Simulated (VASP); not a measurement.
# YAl3N4 (Cm) in VASP: a series of runs

Runs on YAl3N4. Level: LDA. Tasks: single point.

Everything below comes from runs of VASP 6.6.1. Logs are shortened: lines on timing, memory, paths and dates and some standing lists are left out, and cuts for length are marked.

### 1 The cell of the first run

Symmetry: Cm, No. 8, monoclinic system. The conventional cell has a = 11.722 Å, b = 3.247 Å, c = 5.689 Å, α = 90.00°, β = 118.54°, γ = 90.00°. Within 2.8 Å of Y (site symmetry m) lie 4 N at 2.10 to 2.19 Å. Al (site symmetry m) has 4 N at 1.84 to 2.00 Å within 2.4 Å. Al (site symmetry m) has 4 N at 1.85 to 1.98 Å within 2.5 Å. Al (site symmetry m) has 4 N at 1.90 to 2.03 Å within 2.5 Å. N (site symmetry m) has 3 Al at 1.92 to 1.94 Å and 1 Y at 2.19 Å within 2.5 Å. Within 2.6 Å of N (site symmetry m) lie 4 Al at 1.98 to 2.03 Å. N (site symmetry m) has 2 Al at 1.84 to 1.85 Å and 2 Y at 2.10 Å within 2.4 Å. N (site symmetry m) has 3 Al at 1.90 Å and 1 Y at 2.18 Å within 2.5 Å.

### 2 Single point, LDA

Input file INCAR:

```
ALGO = Normal
EDIFF = 1E-6
ENCUT = 600
GGA = CA
GGA_COMPAT = False
ISIF = 2
ISMEAR = 0
LASPH = True
LCHARG = False
LREAL = False
LWAVE = False
NBANDS = 30
NELM = 120
PREC = Accurate
SIGMA = 0.1
```

Input file KPOINTS:

```
k-points
0
Gamma
  6 6 6
```

Input file POSCAR:

```
YAl3N4
1.0
   -3.2469716892      0.0000000000      0.0000000000
    0.0000000000      5.6885030298      0.0241321848
    1.6234858446     -2.8662557992     -5.1609104743
Y Al N
1 3 4
Direct
    0.0046733031      0.3306475215      0.0093466062
    0.5015703134      0.8393039483      0.0031406268
    0.7559276989      0.4186092008      0.5118553977
    0.2406438665      0.9159033444      0.4812877329
    0.7921639801      0.1209821280      0.5843279602
    0.3072521480      0.6472576050      0.6145042961
    0.5772711455      0.2093180518      0.1545422911
    0.0564975444      0.7539782003      0.1129950889
```

Potentials or basis: VASP PAW LDA potentials, release 64 (Y_sv, Al, N).

Started as:

```console
$ cat potpaw_LDA.64/Y_sv/POTCAR potpaw_LDA.64/Al/POTCAR potpaw_LDA.64/N/POTCAR > POTCAR
$ mpirun -np 1 vasp_std > vasp.out
```

OUTCAR:

```text
EDIFF = 1E-6
   ENCUT = 600
   GGA = CA
   ISIF = 2
   ISMEAR = 0
   LASPH = True
   LREAL = False
   NELM = 120
   PREC = Accurate

 ion  position               nearest neighbor table
   1  0.005  0.331  0.009-   7 2.10   7 2.10   8 2.18   5 2.19   4 3.13   3 3.20   3 3.20   3 3.21
                             2 3.22   2 3.22   4 3.27   4 3.27   2 3.33   2 3.33
   2  0.502  0.839  0.003-   7 1.84   8 1.90   8 1.90   6 2.00   4 3.10   4 3.10   3 3.16   3 3.16
                             3 3.19   1 3.22   1 3.22   4 3.32   1 3.33   1 3.33
   3  0.756  0.419  0.512-   7 1.85   5 1.94   6 1.98   6 1.98   2 3.16   2 3.16   2 3.19   1 3.20
                             1 3.20   1 3.21   4 3.22   4 3.22   4 3.34   4 3.34
   4  0.241  0.916  0.481-   8 1.90   5 1.92   5 1.92   6 2.03   2 3.10   2 3.10   1 3.13   3 3.22
                             3 3.22   1 3.27   1 3.27   2 3.32   3 3.34   3 3.34
   5  0.792  0.121  0.584-   4 1.92   4 1.92   3 1.94   1 2.19
   6  0.307  0.647  0.615-   3 1.98   3 1.98   2 2.00   4 2.03
   7  0.577  0.209  0.155-   2 1.84   3 1.85   1 2.10   1 2.10
   8  0.056  0.754  0.113-   2 1.90   2 1.90   4 1.90   1 2.18

  LATTYP: Found a base centered monoclinic cell.
 ALAT       =    11.7220425910
 B/A-ratio  =     0.2769970902
 C/A-ratio  =     0.4852869432
 COS(beta)  =    -0.4778058759

  Lattice vectors:

 A1 = (  -1.6234858446,  -2.8222472306,   5.1367782895)
 A2 = (   1.6234858446,  -2.8222472306,   5.1367782895)
 A3 = (   0.0000000000,   5.6885030298,   0.0241321848)

Analysis of symmetry for initial positions (statically):
=====================================================================
 Subroutine PRICEL returns:
 Original cell was already a primitive cell.

 Routine SETGRP: Setting up the symmetry group for a
 base centered monoclinic supercell.

 Subroutine GETGRP returns: Found  2 space group operations
 (whereof  2 operations were pure point group operations)
 out of a pool of  4 trial point group operations.

The static configuration has the point symmetry C_1h.

Analysis of symmetry for dynamics (positions and initial velocities):
=====================================================================
 Subroutine PRICEL returns:
 Original cell was already a primitive cell.

 Routine SETGRP: Setting up the symmetry group for a
 base centered monoclinic supercell.

 Subroutine GETGRP returns: Found  2 space group operations
 (whereof  2 operations were pure point group operations)
 out of a pool of  4 trial point group operations.

The dynamic configuration has the point symmetry C_1h.

 Subroutine INISYM returns: Found  2 space group operations
 (whereof  2 operations are pure point group operations),
 and found     1 'primitive' translations

----------------------------------------------------------------------------------------

                                     Primitive cell

  volume of cell :      95.0995

  direct lattice vectors                    reciprocal lattice vectors
    -3.246971689  0.000000000  0.000000000    -0.307979279  0.000411971 -0.097110930
     0.000000000  5.688503030  0.024132185     0.000000000  0.176208332 -0.097862219
     1.623485845 -2.866255799 -5.160910474     0.000000000  0.000823942 -0.194221860

  length of vectors
     3.246971689  5.688554217  6.122591405     0.322927142  0.201559892  0.194223607

  position of ions in fractional coordinates (direct lattice)
     0.004673303  0.330647521  0.009346606
     0.501570313  0.839303948  0.003140627
     0.755927699  0.418609201  0.511855398
     0.240643867  0.915903344  0.481287733
     0.792163980  0.120982128  0.584327960
     0.307252148  0.647257605  0.614504296
     0.577271145  0.209318052  0.154542291
     0.056497544  0.753978200  0.112995089

  ion indices of the primitive-cell ions
   primitive index   ion index
                 1           1
                 2           2
                 3           3
                 4           4
                 5           5
                 6           6
                 7           7
                 8           8

----------------------------------------------------------------------------------------

 KPOINTS: k-points

Automatic generation of k-mesh.
 Grid dimensions read from file:
 generate k-points for:    6    6    6

 Generating k-lattice:

  Cartesian coordinates                     Fractional coordinates (reciprocal lattice)
    -0.051329880  0.000068662 -0.016185155     0.166666667  0.000000000 -0.000000000
     0.000000000  0.029368055 -0.016310370     0.000000000  0.166666667 -0.000000000
     0.000000000  0.000137324 -0.032370310     0.000000000  0.000000000  0.166666667

  Length of vectors
     0.053821190  0.033593315  0.032370601

  Shift w.r.t. Gamma in fractional coordinates (k-lattice)
     0.000000000  0.000000000  0.000000000

 Subroutine IBZKPT returns following result:
 ===========================================

 Found     68 irreducible k-points:

[... 32 lines left out ...]
   EDIFFG = 0.1E-04   stopping-criterion for IOM
   NSW    =      0    number of steps for IOM
   IBRION =     -1    ionic relax: 0-MD 1-quasi-New 2-CG
   NFREE  =      0    steps in history (QN), initial steepest desc. (CG)
   ISIF   =      2    stress and relaxation
   ISYM   =      2    0-nonsym 1-usesym 2-fastsym
   POTIM  = 0.5000    time-step for ionic-motion
   TEBEG  =    0.0;   TEEND  =   0.0 temperature during run
   PSTRESS=    0.0 pullay stress
   NELECT =      40.0000    total number of electrons
   NUPDOWN=      -1.0000    fix difference up-down
   EMIN   =  10.00;   EMAX   =-10.00  energy-range for DOS
   EFERMI =   0.00;   METHOD = LEGACY
   ISMEAR =     0;   SIGMA  =   0.10  broadening in eV -4-tet -1-fermi 0-gaus
   EFERMI_NEDOS =   21; number of points for ismear=-14 and -15
   IALGO  =     38    algorithm
   IMIX   =      4    mixing-type and parameters
     AMIX     =   0.40;   BMIX     =  1.00
     AMIX_MAG =   1.60;   BMIX_MAG =  1.00
  volume/ion in A,a.u.               =      11.89        80.22
  Fermi-wavevector in a.u.,A,eV,Ry     =   1.226597  2.317933 20.470525  1.504541
  Thomas-Fermi vector in A             =   2.361592
   LORBIT       =      0    0 simple, 1 ext, 2 COOP (PROOUT), +10 PAW based schemes
   GGA     = CA    functional components
   LHFCALC =     F    Hartree Fock is set to
   AEXX    =    0.0000 exact exchange contribution
   IVDW    =     0    specifies the selected vdW correction
   LEPSILON=     F    determine dielectric tensor
   LRPA    =     F    only Hartree local field effects (RPA)
 non-spin polarized calculation
 Gauss-broadening in eV      SIGMA  =   0.10
  energy-cutoff  :      600.00
  volume of cell :       95.10
 maximum number of plane-waves:      3198
 NGX is ok and might be reduce to    28
   NGX = 13   NGY = 23   NGZ = 25

 number of electron      40.0000000 magnetization

 Free energy of the ion-electron system (eV)
  ---------------------------------------------------
  ext. energy  EPLUGINS =         0.00000000
  ---------------------------------------------------
  free energy    TOTEN  =       -67.03279352 eV

  energy without entropy =      -67.03279352  energy(sigma->0) =      -67.03279352

 E-fermi :   5.6778     XC(G=0): -11.1176

 val. band max:        5.1210364657   @ k =   0.5000   0.5000   0.0000
 cond. band min:       7.6955373059   @ k =   0.0000   0.0000   0.0000
 fundamental gap:      2.5745008402
 Fermi energy:         5.6778416745

 k-point     1 :       0.0000    0.0000    0.0000
  band No.  band energies     occupation
      1     -34.3124      2.00000
      2     -15.0715      2.00000
      3     -14.9262      2.00000
      4     -14.3716      2.00000
      5      -9.4582      2.00000
      6      -7.6754      2.00000
[... 22 lines left out ...]
     29      14.4866      0.00000
     30      14.5461      0.00000

 k-point     2 :       0.1667    0.0000    0.0000
  band No.  band energies     occupation
      1     -34.2885      2.00000
      2     -15.0499      2.00000
      3     -14.8952      2.00000
      4     -14.6553      2.00000
      5      -9.1683      2.00000
      6      -7.6251      2.00000
[... 718 lines left out ...]
 k-point    24 :       0.5000    0.0000    0.1667
  band No.  band energies     occupation
      1     -34.2155      2.00000
      2     -15.5989      2.00000
      3     -14.8009      2.00000
      4     -14.7507      2.00000
      5      -7.7778      2.00000
      6      -7.4716      2.00000
[... 22 lines left out ...]
     29      13.9083      0.00000
     30      14.3169      0.00000

 [... further k-points ...]

------------------------ aborting loop because EDIFF is reached ----------------------------------------

  FORCE on cell =-STRESS in cart. coord.  units (eV):
  Direction    XX          YY          ZZ          XY          YZ          ZX
  --------------------------------------------------------------------------------------
  -------------------------------------------------------------------------------------
  Total        0.0937139      0.1620896      0.1737841      0.0000000     -0.0701543      0.0000000
  in kB        1.5788330      2.7307833      2.9278059      0.0000000     -1.1819150      0.0000000
  external PRESSURE =       2.4124741 kB  Pullay stress =       0.0000000 kB

 VOLUME and BASIS-vectors are now :
 -----------------------------------------------------------------------------
  energy-cutoff  :      600.00
  volume of cell :       95.10
      direct lattice vectors                 reciprocal lattice vectors
    -3.246971689  0.000000000  0.000000000    -0.307979279  0.000411971 -0.097110930
     0.000000000  5.688503030  0.024132185     0.000000000  0.176208332 -0.097862219
     1.623485845 -2.866255799 -5.160910474     0.000000000  0.000823942 -0.194221860

 POSITION                                       TOTAL-FORCE (eV/Angst)
 -----------------------------------------------------------------------------------
      0.00000      1.85410     -0.04026         0.000000     -0.009675     -0.005441
     -1.62349      4.76538      0.00405        -0.000000     -0.003334      0.024981
     -1.62349      0.91415     -2.63154         0.000000      0.008365     -0.029206
     -0.00000      3.83063     -2.46178         0.000000     -0.009938     -0.024790
     -1.62349     -0.98663     -3.01274         0.000000     -0.009453     -0.017003
      0.00000      1.92060     -3.15578         0.000000      0.015028     -0.011160
     -1.62349      0.74775     -0.79253         0.000000      0.023736      0.040595
      0.00000      3.96513     -0.56496         0.000000     -0.014729      0.022024
 -----------------------------------------------------------------------------------
    total drift:                                0.000013     -0.000486     -0.000484

  FREE ENERGIE OF THE ION-ELECTRON SYSTEM (eV)
  ---------------------------------------------------
  free  energy   TOTEN  =       -67.0327935232 eV

  energy  without entropy=      -67.0327935232  energy(sigma->0) =      -67.03279352
```

Wall time 5.4 min (1 thread of Oxide Virtual Turin-like, shared host); peak memory 0.34 GiB.

What came out:

* Free energy: -67.0328 eV
* Pressure: 0.2 GPa
* Largest force: 0.047 eV/Å
* Band gap on the k mesh: 2.57 eV (least direct gap 3.20 eV)

Forces on the atoms (eV/Å):
```
Y    0.000 -0.010 -0.005
Al   0.000 -0.003  0.025
Al   0.000  0.008 -0.029
Al   0.000 -0.010 -0.025
N    0.000 -0.009 -0.017
N    0.000  0.015 -0.011
N    0.000  0.024  0.041
N    0.000 -0.015  0.022
```

Stress tensor (GPa, compression positive):
```
 0.16  0.00  0.00
 0.00  0.27 -0.12
 0.00 -0.12  0.29
```

Levels at points of the mesh, in eV from the valence-band top:
```csv
k point,band 16,band 17,band 18,band 19,band 20,band 21,band 22,band 23,band 24,band 25
"(0.00, 0.00, 0.00)",-1.05,-0.99,-0.95,-0.88,-0.62,2.57,3.92,4.01,4.67,6.42
"(0.50, 0.00, 0.00)",-2.17,-1.49,-1.20,-0.62,-0.31,4.07,4.36,4.67,5.90,6.16
"(0.00, 0.50, 0.00)",-1.55,-1.31,-1.02,-0.70,-0.53,3.67,4.81,5.05,6.06,6.44
"(0.50, 0.50, 0.00)",-2.07,-2.03,-1.48,-0.36,0.00,3.51,4.11,4.28,5.08,5.87
"(0.00, 0.00, 0.50)",-1.45,-1.39,-0.95,-0.79,-0.75,3.56,3.85,4.67,5.91,6.19
"(0.00, 0.50, 0.50)",-1.53,-1.48,-1.36,-0.48,-0.31,3.90,4.73,4.92,5.45,6.38
```

### 3 Single point, LDA

This run uses another cell than the first one, of 12.11 Å³/atom.

Input file INCAR:

```
SYSTEM = YAl3N4
PREC = Accurate ; ENCUT = 600
EDIFF = 1E-6 ; ISMEAR = 0
SIGMA = 0.1 ; LREAL = .False.
LASPH = .True. ; NELM = 120
ALGO = Normal ; ISIF = 2
LWAVE = .False. ; LCHARG = .False.
GGA = CA ; NBANDS = 30
GGA_COMPAT = .False.
```

Input file KPOINTS:

```
regular mesh
0
Gamma
  6 6 6
  0 0 0
```

Input file POSCAR:

```
YAl3N4
1.0
   -3.2840000000      0.0000000000      0.0000000000
    0.0000000000      5.6880548521      0.0000000000
    1.6420000000     -2.8440274260     -5.1865000000
Y Al N
1 3 4
Direct
    0.0000000000      0.3333333300      0.0000000000
    0.5000000000      0.8333333300      0.0000000000
    0.7500000000      0.4166666700      0.5000000000
    0.2500000000      0.9166666700      0.5000000000
    0.8090000000      0.1423333300      0.6180000000
    0.3090000000      0.6423333300      0.6180000000
    0.5590000000      0.2256666700      0.1180000000
    0.0590000000      0.7256666700      0.1180000000
```

Potentials or basis: VASP PAW LDA potentials, release 64 (Y_sv, Al, N).

Started as:

```console
$ cat potpaw_LDA.64/Y_sv/POTCAR potpaw_LDA.64/Al/POTCAR potpaw_LDA.64/N/POTCAR > POTCAR
$ mpirun -np 1 vasp_std > vasp.out
```

Run time: 5.3 min. Hardware: 1 thread of Oxide Virtual Turin-like, shared host; peak memory 0.34 GiB.

Results (log left out):

```yaml
Free_energy: -65.2825 eV
Pressure: 3.9 GPa
Largest_force: 6.126 eV/Å
Band_gap_on_the_k_mesh: 2.27 eV (least direct gap 2.99 eV)
```

Forces in eV/Å, atoms in the order of the input:
```
Y    0.000 -0.500 -1.153
Al   0.000  0.418 -0.727
Al   0.000 -0.388  0.482
Al   0.000  0.413  0.552
N    0.000 -0.076  5.603
N    0.000  0.037  0.076
N    0.000 -5.158 -3.306
N    0.000  5.254 -1.526
```

Stress tensor (GPa, compression positive):
```
 3.09  0.00  0.00
 0.00  3.89 -0.26
 0.00 -0.26  4.76
```

Levels at points of the mesh, in eV from the valence-band top:
| k point | band 16 | band 17 | band 18 | band 19 | band 20 | band 21 | band 22 | band 23 | band 24 | band 25 |
| --- | --- | --- | --- | --- | --- | --- | --- | --- | --- | --- |
| (0.00, 0.00, 0.00) | -1.44 | -1.40 | -1.17 | -0.77 | -0.72 | 2.27 | 3.78 | 4.22 | 4.89 | 6.99 |
| (0.50, 0.00, 0.00) | -2.21 | -1.33 | -1.28 | -0.64 | -0.41 | 4.31 | 4.69 | 5.15 | 5.56 | 6.13 |
| (0.00, 0.50, 0.00) | -1.87 | -1.60 | -0.96 | -0.92 | -0.54 | 3.86 | 4.63 | 5.09 | 6.10 | 6.37 |
| (0.00, 0.50, 0.50) | -1.79 | -1.70 | -1.61 | -0.44 | -0.32 | 4.05 | 4.54 | 5.31 | 5.63 | 6.18 |
| (0.50, 0.50, 0.00) | -2.23 | -2.17 | -1.55 | -0.57 | 0.00 | 3.85 | 4.11 | 4.47 | 4.79 | 5.50 |
| (0.00, 0.00, 0.50) | -1.75 | -1.61 | -1.27 | -0.77 | -0.69 | 3.86 | 4.12 | 4.25 | 5.28 | 6.65 |

Caveat: the cell stands under pressure; forces of over 1 eV/Å act on the atoms, so gaps and moduli don't describe the material at rest. A k mesh can miss the band edges.

### 4 Single point, LDA

Input file INCAR:

```
SYSTEM = YAl3N4
ALGO = Normal
EDIFF = 1E-6
ENCUT = 600
GGA = CA
GGA_COMPAT = .False.
ISIF = 2
ISMEAR = 0
LASPH = .True.
LCHARG = .True.
LELF = .True.
LREAL = .False.
LVHAR = .True.
LWAVE = .False.
NBANDS = 30
NELM = 120
PREC = Accurate
SIGMA = 0.02
```

Input file KPOINTS:

```
k-points
0
Gamma
  8 6 8
  0 0 0
```

Input file POSCAR:

```
YAl3N4
1.0
   -3.2463053930      0.0000000000      0.0000000000
    0.0000000000      5.6939873528      0.0202040816
    1.6231526965     -2.8654850309     -5.1539240126
Y Al N
1 3 4
Direct
    0.0051793460      0.3313790914      0.0103586919
    0.5013296566      0.8392124212      0.0026593131
    0.7559341654      0.4182978799      0.5118683308
    0.2407624130      0.9162946556      0.4815248260
    0.7924130133      0.1211337663      0.5848260266
    0.3069258872      0.6469216684      0.6138517744
    0.5770690898      0.2086620993      0.1541381796
    0.0563864287      0.7540984181      0.1127728575
```

Started as:

```console
$ cat potpaw_LDA.64/Y_sv/POTCAR potpaw_LDA.64/Al/POTCAR potpaw_LDA.64/N/POTCAR > POTCAR
$ mpirun -np 1 vasp_std > vasp.out
```

Wall time 9.7 min (1 thread of Oxide Virtual Turin-like, shared host); peak memory 0.45 GiB.

It converged, with:

| Quantity | Value |
| --- | --- |
| Free energy | -67.0337 eV |
| Pressure | 0.3 GPa |
| Largest force | 0.032 eV/Å |
| Band gap on the k mesh | 2.57 eV (least direct gap 3.19 eV) |

Forces on the atoms (eV/Å):
```
Y    0.000  0.012  0.012
Al   0.000 -0.015  0.025
Al   0.000  0.011 -0.030
Al   0.000 -0.020 -0.017
N    0.000  0.000 -0.020
N    0.000  0.008 -0.005
N    0.000  0.023  0.019
N    0.000 -0.020  0.016
```

Levels at points of the mesh, in eV from the valence-band top:
| k point | band 17 | band 18 | band 19 | band 20 | band 21 | band 22 | band 23 | band 24 |
| --- | --- | --- | --- | --- | --- | --- | --- | --- |
| (0.00, 0.00, 0.00) | -1.00 | -0.97 | -0.89 | -0.63 | 2.57 | 3.91 | 4.01 | 4.66 |
| (0.50, 0.00, 0.00) | -1.49 | -1.21 | -0.63 | -0.33 | 4.06 | 4.34 | 4.66 | 5.89 |
| (0.00, 0.50, 0.00) | -1.32 | -1.02 | -0.71 | -0.55 | 3.67 | 4.80 | 5.04 | 6.06 |
| (0.50, 0.50, 0.00) | -2.05 | -1.49 | -0.37 | 0.00 | 3.50 | 4.10 | 4.27 | 5.08 |
| (0.00, 0.00, 0.50) | -1.40 | -0.97 | -0.80 | -0.76 | 3.56 | 3.84 | 4.66 | 5.91 |
| (0.00, 0.50, 0.50) | -1.49 | -1.37 | -0.49 | -0.33 | 3.90 | 4.72 | 4.91 | 5.45 |

### 5 The runs side by side

| cell | k mesh | smearing | gap on the mesh (eV) | pressure (GPa) | largest force (eV/Å) |
| --- | --- | --- | --- | --- | --- |
| a = 3.247, b = 5.689, c = 6.123 Å, angles 118.1, 105.4, 90.0°, 8 atoms, atomic positions A | 6 × 6 × 6 | gaussian 0.1 eV | 2.57 | 0.2 | 0.05 |
| a = 3.284, b = 5.688, c = 6.139 Å, angles 117.6, 105.5, 90.0°, 8 atoms, atomic positions B | 6 × 6 × 6 | gaussian 0.1 eV | 2.27 | 3.9 | 6.13 |
| a = 3.246, b = 5.694, c = 6.116 Å, angles 118.1, 105.4, 90.0°, 8 atoms, atomic positions C | 8 × 6 × 8 | gaussian 0.02 eV | 2.57 | 0.3 | 0.03 |

Alike in all rows: task single point; level LDA; potentials or basis VASP PAW LDA potentials, release 64 (Y_sv, Al, N); no spin polarisation; cutoff (eV) 600.

Caveats: the cell stands under pressure (at least some runs); forces of over 1 eV/Å act on the atoms, so gaps and moduli don't describe the material at rest (at least some runs).

Absolute energies hang on the potentials; compare differences alone.
